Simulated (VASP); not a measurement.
**Al: single point with PBE**

The system is Al.

```
Al
1.0
     1.42527   -2.46837    0.00000
     1.42527    2.46837    0.00000
     0.00000    0.00000    4.73073
Al
2
Direct
  0.66666 0.33334 0.75000
  0.33334 0.66666 0.25000
```

This isn't the form of Al at room conditions, which is fcc.

```yaml
Program: VASP 6.6.1
Task: single point
Functional: PBE
Potentials_or_basis: VASP PAW PBE potentials, release 64 (Al)
Cutoff: 520 eV
k_mesh: 22 × 22 × 12
Occupations: gaussian, width 0.1 eV
Spin: no spin polarisation
```

```
Pressure               : 0.0 GPa
Band gap on the k mesh : zero (bands 3 and 4 overlap by 7.24 eV)
```

Levels at points of the mesh, in eV from the Fermi level:
```csv
k point,band 1,band 2,band 3,band 4,band 5,band 6
"(0.00, 0.00, 0.00)",-11.07,-4.63,-4.56,10.77,10.77,11.15
"(0.50, 0.00, 0.00)",-5.22,-5.04,0.61,0.98,1.50,1.63
"(0.50, 0.50, 0.00)",-5.22,-5.04,0.61,0.98,1.50,1.63
"(0.00, 0.00, 0.50)",-9.42,-9.42,3.14,3.14,11.97,11.97
"(0.50, 0.00, 0.50)",-3.87,-3.87,-3.17,-3.17,7.17,7.17
"(0.50, 0.50, 0.50)",-3.86,-3.86,-3.17,-3.17,7.17,7.17
```

It took 4.1 min on 1 thread of Intel Xeon 8259CL (shared host), peak memory 0.35 GiB.
